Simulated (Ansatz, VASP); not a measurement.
**Ca3Ge2: VASP beside Ansatz**

INCAR

```
SYSTEM = Ca3Ge2
PREC = Accurate
ENCUT = 520
EDIFF = 1E-6
ISMEAR = 0
SIGMA = 0.1
LREAL = .False.
LASPH = .True.
NELM = 100
ALGO = Normal
ISIF = 2
LWAVE = .False.
LCHARG = .False.
GGA = PS
NBANDS = 37
```

Contents of KPOINTS:

```
regular mesh
0
Gamma
  6 6 4
  0 0 0
```

Contents of POSCAR:

```
Ca3Ge2
1.0
    4.4869633809      0.0000000000      0.0000000000
   -2.2434816904      3.8858242737      0.0000000000
    0.0000000000      0.0000000000      5.5556319277
Ca Ge
3 2
Direct
    0.6666666667      0.3333333333      0.2422894061
    0.6666666667      0.3333333333      0.7577105939
    0.0000000000      0.0000000000      0.5000000000
    0.0000000000      0.0000000000      0.0000000000
    0.3333333333      0.6666666667      0.5000000000
```

Input for Ansatz:

```yaml
crystal:
  lattice:
    - [4.4869633809, 0.0, 0.0]
    - [-2.2434816904, 3.8858242737, 0.0]
    - [0.0, 0.0, 5.5556319277]
  atoms:
    - { symbol: Ca, position: [0.6666666667, 0.3333333333, 0.2422894061] }
    - { symbol: Ca, position: [0.6666666667, 0.3333333333, 0.7577105939] }
    - { symbol: Ca, position: [0.0, 0.0, 0.5] }
    - { symbol: Ge, position: [0.0, 0.0, 0.0] }
    - { symbol: Ge, position: [0.3333333333, 0.6666666667, 0.5] }
basis:
  ecutwfc: 420
kpoints:
  mp_grid: { grid: [6, 6, 4] }
hamiltonian:
  xc: pbesol
scf:
  occupations: { method: gaussian, width: 0.1 }
output:
  forces: true
  stress: true
  eigenvalues: true
```

Alike in both runs: task single point; functional PBEsol; k mesh 6 × 6 × 4; occupations gaussian, width 0.1 eV; no spin polarisation.

|  | VASP | Ansatz |
| --- | --- | --- |
| version | VASP 6.6.1 | Ansatz 0.2.0 |
| potentials or method | VASP PAW PBE potentials, release 64 (Ca_sv, Ge_d), cutoff 520 eV | scalar-relativistic, plane waves, PAW |
| valence electrons in the cell | 58 | 58 |

|  | VASP | Ansatz | Ansatz less VASP |
| --- | --- | --- | --- |
| gap on the k mesh at the Fermi level (eV) | none | none | - |
| pressure (GPa) | 25.0 | 24.7 | -0.30 |
| traceless stress, the component that is largest in VASP (GPa) | 2.04 | 2.03 | -0.013 |
| rms of the force components (eV/Å) | 0.453 | 0.454 | +0.0010 |

VASP's potentials were made for PBE, not for PBEsol. Atom by atom the forces differ by 0.001 eV/Å (rms over components). A gap of «none» marks a metal or a gap that the smearing closes. The functional is the same, so the differences come from potentials, cutoffs and numerics.
